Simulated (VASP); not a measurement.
# TlBr (Pm-3m) in VASP: further runs

Runs on TlBr. Level: r2SCAN. Tasks: single point.

All numbers are computed with VASP 6.6.1; they aren't measurements. Logs are shortened: lines on timing, memory, paths and dates and some standing lists are left out, and cuts for length are marked.

## Step 1: The cell of the first run

It takes space group Pm-3m (No. 221, cubic). The conventional cell has a = 3.970 Å, b = 3.970 Å, c = 3.970 Å, α = 90.00°, β = 90.00°, γ = 90.00°. Tl (site symmetry m-3m) has 8 Br at 3.44 Å and 6 Tl at 3.97 Å within 4.5 Å. Br (site symmetry m-3m) has 8 Tl at 3.44 Å and 6 Br at 3.97 Å within 4.5 Å.

## Step 2: Single point, r2SCAN, non-collinear spin, zero start, spin-orbit coupling

POSCAR reads:

```
TlBr
1.0
    3.9700005710      0.0000000000      0.0000000000
    0.0000000000      3.9700005710      0.0000000000
    0.0000000000      0.0000000000      3.9700005710
Tl Br
1 1
Direct
    0.0000000000      0.0000000000      0.0000000000
    0.5000000000      0.5000000000      0.5000000000
```

INCAR.step1 reads:

```
SYSTEM = TlBr
PREC     = Accurate       ! precision mode
ENCUT    = 550            ! plane-wave cutoff, eV
ISMEAR   = 0              ! smearing method
SIGMA    = 0.05           ! smearing width, eV
LREAL    = .False.        ! projectors in reciprocal space
LASPH    = .True.         ! aspherical terms in the spheres
NELM     = 200            ! most SCF steps
MAGMOM   = 0 0 0 0 0 0    ! initial moments
LSORBIT  = .True.         ! spin-orbit coupling
GGA_COMPAT= .False.      
NBANDS   = 32             ! bands
GGA      = PE             ! functional
ALGO     = Normal         ! electronic algorithm
EDIFF    = 1E-5           ! SCF threshold, eV
LWAVE    = .True.         ! write WAVECAR
LCHARG   = .False.        ! write CHGCAR
```

INCAR.step2 reads:

```
SYSTEM = TlBr
PREC     = Accurate       ! precision mode
ENCUT    = 550            ! plane-wave cutoff, eV
EDIFF    = 1E-6           ! SCF threshold, eV
ISMEAR   = 0              ! smearing method
SIGMA    = 0.05           ! smearing width, eV
LREAL    = .False.        ! projectors in reciprocal space
LASPH    = .True.         ! aspherical terms in the spheres
NELM     = 200            ! most SCF steps
ALGO     = Normal         ! electronic algorithm
ISIF     = 2              ! what is computed and relaxed
LWAVE    = .False.        ! write WAVECAR
LCHARG   = .False.        ! write CHGCAR
MAGMOM   = 0 0 0 0 0 0    ! initial moments
LORBIT   = 11             ! projections on sites
LSORBIT  = .True.         ! spin-orbit coupling
GGA_COMPAT= .False.      
LORBMOM  = .True.       
METAGGA  = R2SCAN         ! meta-GGA
LMIXTAU  = .True.       
NBANDS   = 32             ! bands
ISTART   = 1
```

KPOINTS reads:

```
regular mesh
0
Gamma
  6 6 6
  0 0 0
```

Potentials or basis: VASP PAW PBE potentials, release 64 (Tl_d, Br).

Launch:

```sh
$ cat potpaw_PBE.64/Tl_d/POTCAR potpaw_PBE.64/Br/POTCAR > POTCAR
$ cp INCAR.step1 INCAR
$ mpirun -np 1 vasp_ncl > vasp.out
$ cp INCAR.step2 INCAR
$ mpirun -np 1 vasp_ncl > vasp.out
```

OUTCAR:

```text
SYSTEM = TlBr
   PREC = Accurate
   ENCUT = 550
   EDIFF = 1E-6
   ISMEAR = 0
   LREAL = .False.
   LASPH = .True.
   NELM = 200
   ISIF = 2
   LORBIT = 11
   LSORBIT = .True.
   METAGGA = R2SCAN
   ISTART = 1

 ion  position               nearest neighbor table
   1  0.000  0.000  0.000-   2 3.44   2 3.44   2 3.44   2 3.44   2 3.44   2 3.44   2 3.44   2 3.44

   2  0.500  0.500  0.500-   1 3.44   1 3.44   1 3.44   1 3.44   1 3.44   1 3.44   1 3.44   1 3.44

  LATTYP: Found a simple cubic cell.
 ALAT       =     3.9700005710

  Lattice vectors:

 A1 = (   3.9700005710,   0.0000000000,   0.0000000000)
 A2 = (   0.0000000000,   3.9700005710,   0.0000000000)
 A3 = (   0.0000000000,   0.0000000000,   3.9700005710)

Analysis of symmetry for initial positions (statically):
=====================================================================
 Subroutine PRICEL returns:
 Original cell was already a primitive cell.

 Routine SETGRP: Setting up the symmetry group for a
 simple cubic supercell.

 Subroutine GETGRP returns: Found 48 space group operations
 (whereof 48 operations were pure point group operations)
 out of a pool of 48 trial point group operations.

The static configuration has the point symmetry O_h .

Analysis of symmetry for dynamics (positions and initial velocities):
=====================================================================
 Subroutine PRICEL returns:
 Original cell was already a primitive cell.

 Routine SETGRP: Setting up the symmetry group for a
 simple cubic supercell.

 Subroutine GETGRP returns: Found 48 space group operations
 (whereof 48 operations were pure point group operations)
 out of a pool of 48 trial point group operations.

The dynamic configuration has the point symmetry O_h .

Analysis of structural, dynamic, and magnetic symmetry:
=====================================================================
 Subroutine PRICEL returns:
 Original cell was already a primitive cell.

 Routine SETGRP: Setting up the symmetry group for a
 simple cubic supercell.

 Subroutine GETGRP returns: Found 48 space group operations
 (whereof 48 operations were pure point group operations)
 out of a pool of 48 trial point group operations.

The overall configuration has the point symmetry O_h .

 Subroutine INISYM returns: Found 48 space group operations
 (whereof 48 operations are pure point group operations),
 and found     1 'primitive' translations

----------------------------------------------------------------------------------------

                                     Primitive cell

  volume of cell :      62.5708

  direct lattice vectors                    reciprocal lattice vectors
     3.970000571  0.000000000  0.000000000     0.251889133  0.000000000  0.000000000
     0.000000000  3.970000571  0.000000000     0.000000000  0.251889133  0.000000000
     0.000000000  0.000000000  3.970000571     0.000000000  0.000000000  0.251889133

  length of vectors
     3.970000571  3.970000571  3.970000571     0.251889133  0.251889133  0.251889133

  position of ions in fractional coordinates (direct lattice)
     0.000000000  0.000000000  0.000000000
     0.500000000  0.500000000  0.500000000

  ion indices of the primitive-cell ions
   primitive index   ion index
                 1           1
                 2           2

----------------------------------------------------------------------------------------

 KPOINTS: regular mesh

Automatic generation of k-mesh.
 Grid dimensions read from file:
 generate k-points for:    6    6    6

 Generating k-lattice:

  Cartesian coordinates                     Fractional coordinates (reciprocal lattice)
     0.041981522  0.000000000  0.000000000     0.166666667  0.000000000  0.000000000
     0.000000000  0.041981522  0.000000000     0.000000000  0.166666667  0.000000000
     0.000000000  0.000000000  0.041981522     0.000000000  0.000000000  0.166666667

  Length of vectors
     0.041981522  0.041981522  0.041981522

  Shift w.r.t. Gamma in fractional coordinates (k-lattice)
     0.000000000  0.000000000  0.000000000

 Subroutine IBZKPT returns following result:
 ===========================================

 Found     20 irreducible k-points:
[... 63 lines left out ...]
  Fermi-wavevector in a.u.,A,eV,Ry     =   1.119337  2.115241 17.046953  1.252916
  Thomas-Fermi vector in A             =   2.255975
   LORBIT       =     11    0 simple, 1 ext, 2 COOP (PROOUT), +10 PAW based schemes
   METAGGA = R2SCAN    functional components
   LHFCALC =     F    Hartree Fock is set to
   AEXX    =    0.0000 exact exchange contribution
   IVDW    =     0    specifies the selected vdW correction
   LEPSILON=     F    determine dielectric tensor
   LRPA    =     F    only Hartree local field effects (RPA)
 Gauss-broadening in eV      SIGMA  =   0.05
  energy-cutoff  :      550.00
  volume of cell :       62.57
 maximum number of plane-waves:      3712
   NGX = 15   NGY = 15   NGZ = 15

 number of electron      20.0000004 magnetization      -0.0000000     -0.0000000     -0.0000000

 number of electron      20.0000004 magnetization       0.0000000      0.0000000     -0.0000000

 Free energy of the ion-electron system (eV)
  ---------------------------------------------------
  ext. energy  EPLUGINS =         0.00000000
  ---------------------------------------------------
  free energy    TOTEN  =       -68.58170461 eV

  energy without entropy =      -68.58170461  energy(sigma->0) =      -68.58170461

 E-fermi :   2.3889     XC(G=0):  -9.4673

 val. band max:        2.1836636315   @ k =   0.5000   0.0000   0.0000
 cond. band min:       3.8607290786   @ k =   0.5000   0.5000   0.5000
 fundamental gap:      1.6770654471
 Fermi energy:         2.3888523147

 k-point     1 :       0.0000    0.0000    0.0000
  band No.  band energies     occupation
      1     -12.1426      1.00000
      2     -12.1426      1.00000
      3      -9.5196      1.00000
      4      -9.5196      1.00000
      5      -9.5196      1.00000
      6      -9.5196      1.00000
[... 689 lines left out ...]
     31      16.0193      0.00000
     32      16.0193      0.00000

------------------------ aborting loop because EDIFF is reached ----------------------------------------

  FORCE on cell =-STRESS in cart. coord.  units (eV):
  Direction    XX          YY          ZZ          XY          YZ          ZX
  --------------------------------------------------------------------------------------
  -------------------------------------------------------------------------------------
  Total        0.1538346      0.1538346      0.1538346      0.0000000      0.0000000      0.0000000
  in kB        3.9390627      3.9390627      3.9390627      0.0000000      0.0000000      0.0000000
  external PRESSURE =       3.9390627 kB  Pullay stress =       0.0000000 kB

 VOLUME and BASIS-vectors are now :
 -----------------------------------------------------------------------------
  energy-cutoff  :      550.00
  volume of cell :       62.57
      direct lattice vectors                 reciprocal lattice vectors
     3.970000571  0.000000000  0.000000000     0.251889133  0.000000000  0.000000000
     0.000000000  3.970000571  0.000000000     0.000000000  0.251889133  0.000000000
     0.000000000  0.000000000  3.970000571     0.000000000  0.000000000  0.251889133

 POSITION                                       TOTAL-FORCE (eV/Angst)
 -----------------------------------------------------------------------------------
      0.00000      0.00000      0.00000         0.000000      0.000000      0.000000
      1.98500      1.98500      1.98500         0.000000      0.000000      0.000000
 -----------------------------------------------------------------------------------
    total drift:                               -0.000000      0.000000      0.000000

  FREE ENERGIE OF THE ION-ELECTRON SYSTEM (eV)
  ---------------------------------------------------
  free  energy   TOTEN  =       -68.5817046112 eV

  energy  without entropy=      -68.5817046112  energy(sigma->0) =      -68.58170461

 orbital moment (x)

 # of ion     p       d       tot
 ----------------------------------------
  1         0.000   0.000   0.000
  2         0.000   0.000   0.000
 ----------------------------------------
            0.000   0.000   0.000

 orbital moment (y)

 # of ion     p       d       tot
 ----------------------------------------
  1         0.000  -0.000  -0.000
  2        -0.000   0.000  -0.000
 ----------------------------------------
           -0.000  -0.000  -0.000

 orbital moment (z)

 # of ion     p       d       tot
 ----------------------------------------
  1         0.000  -0.000  -0.000
  2         0.000   0.000   0.000
 ----------------------------------------
            0.000  -0.000  -0.000

 Spin-Orbit-Coupling matrix elements

 Ion:    1  E_soc:     -0.3546759
 l=   1
     0.0000000    -0.0124299    -0.0124299
    -0.0124299     0.0000000    -0.0124299
    -0.0124299    -0.0124299     0.0000000
 l=   2
     0.0000000    -0.0092584     0.0000000    -0.0092584    -0.0374244
    -0.0092584     0.0000000    -0.0280683    -0.0092584    -0.0093561
     0.0000000    -0.0280683     0.0000000    -0.0280683     0.0000000
    -0.0092584    -0.0092584    -0.0280683     0.0000000    -0.0093561
    -0.0374244    -0.0093561     0.0000000    -0.0093561     0.0000000
 l=   3
     0.0000000     0.0000000     0.0000000     0.0000000     0.0000000     0.0000000     0.0000000
     0.0000000     0.0000000     0.0000000     0.0000000     0.0000000     0.0000000     0.0000000
     0.0000000     0.0000000     0.0000000     0.0000000     0.0000000     0.0000000     0.0000000
     0.0000000     0.0000000     0.0000000     0.0000000     0.0000000     0.0000000     0.0000000
     0.0000000     0.0000000     0.0000000     0.0000000     0.0000000     0.0000000     0.0000000
     0.0000000     0.0000000     0.0000000     0.0000000     0.0000000     0.0000000     0.0000000
     0.0000000     0.0000000     0.0000000     0.0000000     0.0000000     0.0000000     0.0000000

 Ion:    2  E_soc:     -0.0561889
 l=   1
     0.0000000    -0.0093648    -0.0093648
    -0.0093648     0.0000000    -0.0093648
    -0.0093648    -0.0093648     0.0000000
 l=   2
     0.0000000    -0.0000004     0.0000000    -0.0000004     0.0000004
    -0.0000004     0.0000000     0.0000003    -0.0000004     0.0000001
     0.0000000     0.0000003     0.0000000     0.0000003     0.0000000
    -0.0000004    -0.0000004     0.0000003     0.0000000     0.0000001
     0.0000004     0.0000001     0.0000000     0.0000001     0.0000000
 l=   3
     0.0000000     0.0000000     0.0000000     0.0000000     0.0000000     0.0000000     0.0000000
     0.0000000     0.0000000     0.0000000     0.0000000     0.0000000     0.0000000     0.0000000
     0.0000000     0.0000000     0.0000000     0.0000000     0.0000000     0.0000000     0.0000000
     0.0000000     0.0000000     0.0000000     0.0000000     0.0000000     0.0000000     0.0000000
     0.0000000     0.0000000     0.0000000     0.0000000     0.0000000     0.0000000     0.0000000
     0.0000000     0.0000000     0.0000000     0.0000000     0.0000000     0.0000000     0.0000000
     0.0000000     0.0000000     0.0000000     0.0000000     0.0000000     0.0000000     0.0000000

 total charge

# of ion       s       p       d       tot
------------------------------------------
    1        1.317   0.126   9.657  11.100
    2        1.610   3.271   0.007   4.888
--------------------------------------------------
tot          2.927   3.398   9.664  15.989

 magnetization (x)

# of ion       s       p       d       tot
------------------------------------------
    1        0.000  -0.000   0.000   0.000
    2        0.000   0.000  -0.000   0.000
--------------------------------------------------
tot          0.000  -0.000   0.000   0.000

 magnetization (y)

# of ion       s       p       d       tot
------------------------------------------
    1        0.000  -0.000   0.000   0.000
    2        0.000   0.000   0.000   0.000
--------------------------------------------------
tot          0.000  -0.000   0.000   0.000

 magnetization (z)

# of ion       s       p       d       tot
------------------------------------------
    1        0.000   0.000   0.000   0.000
    2        0.000   0.000   0.000   0.000
--------------------------------------------------
tot          0.000   0.000   0.000   0.000
```

Run time: 10 min. Hardware: 1 thread of Oxide Virtual Turin-like, shared host; peak memory 0.32 GiB.

What came out:

- Free energy: -68.5817 eV
- Pressure: 0.4 GPa
- Net moment: 0.00 μB per cell
- Valence electrons inside the program's atomic spheres: Tl 11.10; Br 4.89

Moments on the atoms (μB; x, y, z):
```
Tl  0.00 0.00 0.00
Br  0.00 0.00 0.00
```

Caveat: the PAW data sets were made with another functional, which shifts forces and pressure a little.

(Part 1 of 2 ends here.)
